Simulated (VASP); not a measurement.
# TiTe2 (P-3m1) in VASP: notebook, part 2 of 2

VASP 6.6.1.

### 3 Single point, PBE+D3(BJ)

This run uses another cell than the first one, of 25.19 Å³/atom.

Contents of INCAR:

```
  PREC = Accurate
  ENCUT = 520
  EDIFF = 1E-7
  ISMEAR = 0
  SIGMA = 0.1
  LREAL = False
  LASPH = True
  NELM = 60
  ALGO = Normal
  ISIF = 2
  LWAVE = False
  LCHARG = True
  GGA = PE
  IVDW = 12
  LELF = True
  LVHAR = True
  NBANDS = 19
```

Contents of KPOINTS:

```
regular mesh
0
Gamma
  15 15 8
```

Contents of POSCAR:

```
TiTe2
1.0
    3.6969232723      0.0000000000      0.0000000000
   -1.8484616362      3.2016294697      0.0000000000
    0.0000000000      0.0000000000      6.3839776855
Ti Te
1 2
Direct
    0.0000000000      0.0000000000      0.0000000000
    0.6666666667      0.3333333333      0.2710898069
    0.3333333333      0.6666666667      0.7289101931
```

Potentials or basis: VASP PAW PBE potentials, release 64 (Ti_sv, Te).

Run with:

```sh
$ cat potpaw_PBE.64/Ti_sv/POTCAR potpaw_PBE.64/Te/POTCAR > POTCAR
$ mpirun -np 1 vasp_std > vasp.out
```

OUTCAR:

```text
PREC = Accurate
   ENCUT = 520
   EDIFF = 1E-7
   ISMEAR = 0
   LREAL = False
   LASPH = True
   NELM = 60
   ISIF = 2
   GGA = PE
   IVDW = 12
 IVDW          = 12

 ion  position               nearest neighbor table
   1  0.000  0.000  0.000-   2 2.75   3 2.75   2 2.75   3 2.75   2 2.75   3 2.75
   2  0.667  0.333  0.271-   1 2.75   1 2.75   1 2.75   3 3.62   3 3.62   3 3.62
   3  0.333  0.667  0.729-   1 2.75   1 2.75   1 2.75   2 3.62   2 3.62   2 3.62

  LATTYP: Found a hexagonal cell.
 ALAT       =     3.6969232723
 C/A-ratio  =     1.7268353210

  Lattice vectors:

 A1 = (   3.6969232723,   0.0000000000,   0.0000000000)
 A2 = (  -1.8484616362,   3.2016294697,   0.0000000000)
 A3 = (   0.0000000000,   0.0000000000,   6.3839776855)

Analysis of symmetry for initial positions (statically):
=====================================================================
 Subroutine PRICEL returns:
 Original cell was already a primitive cell.

 Routine SETGRP: Setting up the symmetry group for a
 hexagonal supercell.

 Subroutine GETGRP returns: Found 12 space group operations
 (whereof 12 operations were pure point group operations)
 out of a pool of 24 trial point group operations.

The static configuration has the point symmetry D_3d.

Analysis of symmetry for dynamics (positions and initial velocities):
=====================================================================
 Subroutine PRICEL returns:
 Original cell was already a primitive cell.

 Routine SETGRP: Setting up the symmetry group for a
 hexagonal supercell.

 Subroutine GETGRP returns: Found 12 space group operations
 (whereof 12 operations were pure point group operations)
 out of a pool of 24 trial point group operations.

The dynamic configuration has the point symmetry D_3d.

 Subroutine INISYM returns: Found 12 space group operations
 (whereof 12 operations are pure point group operations),
 and found     1 'primitive' translations

----------------------------------------------------------------------------------------

                                     Primitive cell

  volume of cell :      75.5619

  direct lattice vectors                    reciprocal lattice vectors
     3.696923272  0.000000000  0.000000000     0.270495200  0.156170477  0.000000000
    -1.848461636  3.201629470  0.000000000     0.000000000  0.312340953  0.000000000
     0.000000000  0.000000000  6.383977685     0.000000000  0.000000000  0.156642152

  length of vectors
     3.696923272  3.696923272  6.383977685     0.312340953  0.312340953  0.156642152

  position of ions in fractional coordinates (direct lattice)
     0.000000000  0.000000000  0.000000000
     0.666666667  0.333333333  0.271089807
     0.333333333  0.666666667  0.728910193

  ion indices of the primitive-cell ions
   primitive index   ion index
                 1           1
                 2           2
                 3           3

----------------------------------------------------------------------------------------

 KPOINTS: regular mesh

Automatic generation of k-mesh.
 Grid dimensions read from file:
 generate k-points for:   15   15    8

 Generating k-lattice:

  Cartesian coordinates                     Fractional coordinates (reciprocal lattice)
     0.018033013  0.010411365  0.000000000     0.066666667  0.000000000  0.000000000
     0.000000000  0.020822730  0.000000000     0.000000000  0.066666667  0.000000000
     0.000000000  0.000000000  0.019580269     0.000000000  0.000000000  0.125000000

  Length of vectors
     0.020822730  0.020822730  0.019580269

  Shift w.r.t. Gamma in fractional coordinates (k-lattice)
     0.000000000  0.000000000  0.000000000

 Subroutine IBZKPT returns following result:
 ===========================================

 Found    192 irreducible k-points:

 Following reciprocal coordinates:
            Coordinates               Weight
  0.000000  0.000000  0.000000      1.000000
  0.066667  0.000000  0.000000      6.000000
  0.133333  0.000000  0.000000      6.000000
  0.200000  0.000000  0.000000      6.000000
  0.266667  0.000000  0.000000      6.000000
  0.333333  0.000000  0.000000      6.000000
[... 16 lines left out ...]
  0.333333  0.200000  0.000000     12.000000
  0.400000  0.200000  0.000000      6.000000
 [... further k-points ...]
   k-points           NKPTS =    192   k-points in BZ     NKDIM =    192   number of bands    NBANDS=     19
   number of dos      NEDOS =    301   number of ions     NIONS =      3
   total plane-waves  NPLWV =  37632
   dimension x,y,z NGX =    28 NGY =   28 NGZ =   48
   dimension x,y,z NGXF=    56 NGYF=   56 NGZF=   96
   ions per type =               1   2
   NGX,Y,Z   is equivalent  to a cutoff of  12.59, 12.59, 12.50 a.u.
   NGXF,Y,Z  is equivalent  to a cutoff of  25.18, 25.18, 25.00 a.u.
 SYSTEM =  unknown system
   PREC   = accura    normal or accurate (medium, high low for compatibility)
   ISTART =      0    job   : 0-new  1-cont  2-samecut
   ICHARG =      2    charge: 1-file 2-atom 10-const
   ISPIN  =      1    spin polarized calculation?
   LNONCOLLINEAR =      F non collinear calculations
   LSORBIT =      F    spin-orbit coupling
   LASPH  =      T    aspherical Exc in radial PAW
   ENCUT  =  520.0 eV  38.22 Ry    6.18 a.u.   6.87  6.87 11.87*2*pi/ulx,y,z
   NELM   =     60;   NELMIN=  2; NELMDL= -5     # of ELM steps
   EDIFF  = 0.1E-06   stopping-criterion for ELM
   LREAL  =      F    real-space projection
   EDIFFG = 0.1E-05   stopping-criterion for IOM
   NSW    =      0    number of steps for IOM
   IBRION =     -1    ionic relax: 0-MD 1-quasi-New 2-CG
   NFREE  =      0    steps in history (QN), initial steepest desc. (CG)
   ISIF   =      2    stress and relaxation
   ISYM   =      2    0-nonsym 1-usesym 2-fastsym
   POTIM  = 0.5000    time-step for ionic-motion
   TEBEG  =    0.0;   TEEND  =   0.0 temperature during run
   PSTRESS=    0.0 pullay stress
   NELECT =      24.0000    total number of electrons
   NUPDOWN=      -1.0000    fix difference up-down
   EMIN   =  10.00;   EMAX   =-10.00  energy-range for DOS
   EFERMI =   0.00;   METHOD = LEGACY
   ISMEAR =     0;   SIGMA  =   0.10  broadening in eV -4-tet -1-fermi 0-gaus
   EFERMI_NEDOS =   21; number of points for ismear=-14 and -15
   IALGO  =     38    algorithm
   IMIX   =      4    mixing-type and parameters
     AMIX     =   0.40;   BMIX     =  1.00
     AMIX_MAG =   1.60;   BMIX_MAG =  1.00
  volume/ion in A,a.u.               =      25.19       169.97
  Fermi-wavevector in a.u.,A,eV,Ry     =   1.116977  2.110781 16.975145  1.247638
  Thomas-Fermi vector in A             =   2.253596
   LORBIT       =      0    0 simple, 1 ext, 2 COOP (PROOUT), +10 PAW based schemes
   GGA     = PE    functional components
   LHFCALC =     F    Hartree Fock is set to
   AEXX    =    0.0000 exact exchange contribution
   IVDW    =    12    specifies the selected vdW correction
   LEPSILON=     F    determine dielectric tensor
   LRPA    =     F    only Hartree local field effects (RPA)
 non-spin polarized calculation
 Gauss-broadening in eV      SIGMA  =   0.10
  energy-cutoff  :      520.00
  volume of cell :       75.56
 maximum number of plane-waves:      2056
   NGX = 13   NGY = 13   NGZ = 23

 number of electron      24.0000002 magnetization

 Free energy of the ion-electron system (eV)
  ---------------------------------------------------
  ext. energy  EPLUGINS =         0.00000000
  ---------------------------------------------------
  free energy    TOTEN  =       -16.14892836 eV

  energy without entropy =      -16.14161107  energy(sigma->0) =      -16.14526971

 E-fermi :   7.6102     XC(G=0): -10.1702

 val. band max:        7.6083759764   @ k =   0.3333   0.0000   0.5000
 cond. band min:       7.6142857756   @ k =   0.1333   0.0000   0.1250
 fundamental gap:      0.0059097992
 Fermi energy:         7.6102214579

 k-point     1 :       0.0000    0.0000    0.0000
  band No.  band energies     occupation
      1     -49.7756      2.00000
      2     -26.0402      2.00000
      3     -26.0402      2.00000
      4     -26.0066      2.00000
      5      -5.1712      2.00000
      6      -3.4728      2.00000
[... 11 lines left out ...]
     18      12.8490      0.00000
     19      13.9216      0.00000
[... 489 lines left out ...]
      3     -26.0640      2.00000
      4     -25.9930      2.00000
      5      -3.0399      2.00000
      6      -2.8407      2.00000
[... 11 lines left out ...]
     18      11.9430      0.00000
     19      15.1389      0.00000

 [... further k-points ...]

------------------------ aborting loop because EDIFF is reached ----------------------------------------

 Edisp (eV)   -1.56735

 E8    (eV) :    -0.7260

  FORCE on cell =-STRESS in cart. coord.  units (eV):
  Direction    XX          YY          ZZ          XY          YZ          ZX
  --------------------------------------------------------------------------------------
  -------------------------------------------------------------------------------------
  Total      -0.00872    -0.00872    -0.00343     0.00000    -0.00000     0.00000
  in kB      -0.18500    -0.18500    -0.07276     0.00000    -0.00000     0.00000
  external pressure =       -0.15 kB  Pullay stress =        0.00 kB

 VOLUME and BASIS-vectors are now :
 -----------------------------------------------------------------------------
  energy-cutoff  :      520.00
  volume of cell :       75.56
      direct lattice vectors                 reciprocal lattice vectors
     3.696923272  0.000000000  0.000000000     0.270495200  0.156170477  0.000000000
    -1.848461636  3.201629470  0.000000000     0.000000000  0.312340953  0.000000000
     0.000000000  0.000000000  6.383977685     0.000000000  0.000000000  0.156642152

 POSITION                                       TOTAL-FORCE (eV/Angst)
 -----------------------------------------------------------------------------------
      0.00000      0.00000      0.00000         0.000000      0.000000     -0.000000
      1.84846      1.06721      1.73063        -0.000000      0.000000      0.011449
     -0.00000      2.13442      4.65335         0.000000      0.000000     -0.011449
 -----------------------------------------------------------------------------------
    total drift:                               -0.000000     -0.000000      0.000000

  FREE ENERGIE OF THE ION-ELECTRON SYSTEM (eV)
  ---------------------------------------------------
  free  energy   TOTEN  =       -17.7162759408 eV

  energy  without entropy=      -17.7089586482  energy(sigma->0) =      -17.71261729
```

It took 7.5 min on 1 thread of Intel Xeon 8259CL, shared host; peak memory 0.4 GiB.

Results:

| Item | Value |
| --- | --- |
| Free energy | -17.7163 eV |
| Pressure | 0.0 GPa |
| Largest force | 0.011 eV/Å |
| Band gap on the k mesh | zero (bands 12 and 13 overlap by 0.80 eV) |
| Dispersion energy per atom | -0.522 eV |

Forces in eV/Å, atoms in the order of the input:
```
Ti   0.000  0.000  0.000
Te   0.000  0.000  0.011
Te   0.000  0.000 -0.011
```

Caveat: spin-orbit coupling is left out, which moves the levels of the heavy elements.

### 4 Single point, PBE+D3(BJ)

This run uses another cell than the first one, of 25.21 Å³/atom.

Contents of INCAR:

```
PREC     = Accurate       # precision mode
ENCUT    = 520            # plane-wave cutoff, eV
EDIFF    = 1E-7           # SCF threshold, eV
ISMEAR   = -1             # smearing method
SIGMA    = 0.15           # smearing width, eV
LREAL    = False          # projectors in reciprocal space
LASPH    = True           # aspherical terms in the spheres
NELM     = 80             # most SCF steps
ALGO     = Normal         # electronic algorithm
ISIF     = 2              # what is computed and relaxed
LWAVE    = False          # write WAVECAR
LCHARG   = False          # write CHGCAR
GGA      = PE             # functional
IVDW     = 12             # dispersion correction
NBANDS   = 19             # bands
```

Contents of KPOINTS:

```
Automatic mesh
0
Gamma
  15 15 8
```

Contents of POSCAR:

```
TiTe2
1.0
    3.6972484843      0.0000000000      0.0000000000
   -1.8486242422      3.2019111115      0.0000000000
    0.0000000000      0.0000000000      6.3889535536
Ti Te
1 2
Direct
    0.0000000000      0.0000000000      0.0000000000
    0.6666666667      0.3333333333      0.2711421782
    0.3333333333      0.6666666667      0.7288578218
```

Run with:

```sh
$ cat potpaw_PBE.64/Ti_sv/POTCAR potpaw_PBE.64/Te/POTCAR > POTCAR
$ mpirun -np 1 vasp_std > vasp.out
```

Wall time 5.4 min (1 thread of Intel Xeon 8259CL, shared host); peak memory 0.4 GiB.

Results (log left out):

```
Free energy                : -17.7668 eV
Pressure                   : 0.0 GPa
Largest force              : 0.012 eV/Å
Band gap on the k mesh     : zero (bands 12 and 13 overlap by 0.81 eV)
Dispersion energy per atom : -0.522 eV
```

Forces in eV/Å, atoms in the order of the input:
```
Ti   0.000  0.000  0.000
Te   0.000  0.000  0.012
Te   0.000  0.000 -0.012
```

Levels at points of the mesh, in eV from the Fermi level:
```csv
k point,band 10,band 11,band 12,band 13,band 14,band 15
"(0.00, 0.00, 0.00)",0.28,0.48,0.48,0.72,1.30,1.30
"(0.00, 0.00, 0.50)",-1.48,0.47,0.47,0.87,0.87,1.12
```

Caveat: spin-orbit coupling is left out, which moves the levels of the heavy elements.

### 5 Single point, PBE+D3(BJ) (25.94 Å³/atom)

This run uses another cell than the first one, of 25.94 Å³/atom.

Contents of INCAR:

```
ALGO     = Normal         # electronic algorithm
EDIFF    = 1E-6           # SCF threshold, eV
ENCUT    = 520            # plane-wave cutoff, eV
GGA      = PE             # functional
ISIF     = 2              # what is computed and relaxed
ISMEAR   = 0              # smearing method
IVDW     = 12             # dispersion correction
LASPH    = T              # aspherical terms in the spheres
LCHARG   = T              # write CHGCAR
LELF     = T              # ELF
LREAL    = F              # projectors in reciprocal space
LVHAR    = T            
LWAVE    = F              # write WAVECAR
NBANDS   = 19             # bands
NELM     = 80             # most SCF steps
PREC     = Accurate       # precision mode
SIGMA    = 0.1            # smearing width, eV
```

Contents of KPOINTS:

```
k-points
0
Gamma
  15 15 8
```

Contents of POSCAR:

```
TiTe2
1.0
    3.7253324162      0.0000000000      0.0000000000
   -1.8626662081      3.2262325099      0.0000000000
    0.0000000000      0.0000000000      6.4755907842
Ti Te
1 2
Direct
    0.0000000000      0.0000000000      0.0000000000
    0.6666666667      0.3333333333      0.2669875668
    0.3333333333      0.6666666667      0.7330124332
```

Run with:

```sh
$ cat potpaw_PBE.64/Ti_sv/POTCAR potpaw_PBE.64/Te/POTCAR > POTCAR
$ mpirun -np 1 vasp_std > vasp.out
```

Wall time 5 min (1 thread of Intel Xeon 8259CL, shared host); peak memory 0.41 GiB.

The run converged. Its results:

```yaml
Free_energy: -17.7079 eV
Pressure: -1.1 GPa
Largest_force: 0.004 eV/Å
Band_gap_on_the_k_mesh: zero (bands 12 and 13 overlap by 0.75 eV)
Dispersion_energy_per_atom: -0.507 eV
```

Forces on the atoms (eV/Å):
```
Ti   0.000  0.000  0.000
Te   0.000  0.000  0.004
Te   0.000  0.000 -0.004
```

Levels at points of the mesh, in eV from the Fermi level:
```csv
k point,band 8,band 9,band 10,band 11,band 12,band 13,band 14,band 15,band 16,band 17
"(0.00, 0.00, 0.00)",-1.62,-1.62,0.26,0.41,0.41,0.55,1.19,1.19,3.08,3.08
"(0.00, 0.00, 0.50)",-2.89,-1.54,-1.54,0.40,0.40,0.83,0.83,1.02,3.56,3.56
```

Caveat: spin-orbit coupling is left out, which moves the levels of the heavy elements.

### 6 The runs side by side

| cell | smearing | gap on the mesh (eV) | pressure (GPa) | largest force (eV/Å) |
| --- | --- | --- | --- | --- |
| a = 3.665, b = 3.665, c = 6.299 Å, angles 90.0, 90.0, 120.0°, 3 atoms, atomic positions A | gaussian 0.1 eV | none | 1.3 | 0.01 |
| a = 3.697, b = 3.697, c = 6.384 Å, angles 90.0, 90.0, 120.0°, 3 atoms, atomic positions B | gaussian 0.1 eV | none | 0.0 | 0.01 |
| a = 3.697, b = 3.697, c = 6.389 Å, angles 90.0, 90.0, 120.0°, 3 atoms, atomic positions B | fermi-dirac 0.15 eV | none | 0.0 | 0.01 |
| a = 3.725, b = 3.725, c = 6.476 Å, angles 90.0, 90.0, 120.0°, 3 atoms, atomic positions C | gaussian 0.1 eV | none | -1.1 | - |

Alike in all rows: task single point; level PBE+D3(BJ); potentials or basis VASP PAW PBE potentials, release 64 (Ti_sv, Te); no spin polarisation; k mesh 15 × 15 × 8; cutoff (eV) 520.

Caveats: spin-orbit coupling is left out, which moves the levels of the heavy elements.

Total energies depend on the potentials used, so only differences within one code and one set of settings carry meaning.
